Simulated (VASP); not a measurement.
A run of VASP 6.6.1 is set up as follows.

File INCAR:

```
SYSTEM = ZnBi3
PREC = Accurate
ENCUT = 520
EDIFF = 1E-6
ISMEAR = -1
SIGMA = 0.05
LREAL = .FALSE.
LASPH = .TRUE.
NELM = 60
ALGO = Normal
ISIF = 2
LWAVE = .FALSE.
LCHARG = .TRUE.
GGA = PE
LELF = .TRUE.
LVHAR = .TRUE.
NBANDS = 36
```

KPOINTS

```
regular mesh
0
G
  6 6 6
  0 0 0
```

The input POSCAR:

```
ZnBi3
1.0
    4.8118673316      0.0000000000      0.0000000000
    0.0000000000      4.8118673316      0.0000000000
    0.0000000000      0.0000000000      4.8118673316
Bi Zn
3 1
Direct
    0.5000000000      0.5000000000      0.0000000000
    0.5000000000      0.0000000000      0.5000000000
    0.0000000000      0.5000000000      0.5000000000
    0.0000000000      0.0000000000      0.0000000000
```

Potentials or basis: VASP PAW PBE potentials, release 64 (Bi_d, Zn).

Run with:

```console
$ cat potpaw_PBE.64/Bi_d/POTCAR potpaw_PBE.64/Zn/POTCAR > POTCAR
$ mpirun -np 1 vasp_std > vasp.out
```

(1) Predict the pressure.

## Answers

(1) 2.0 GPa.
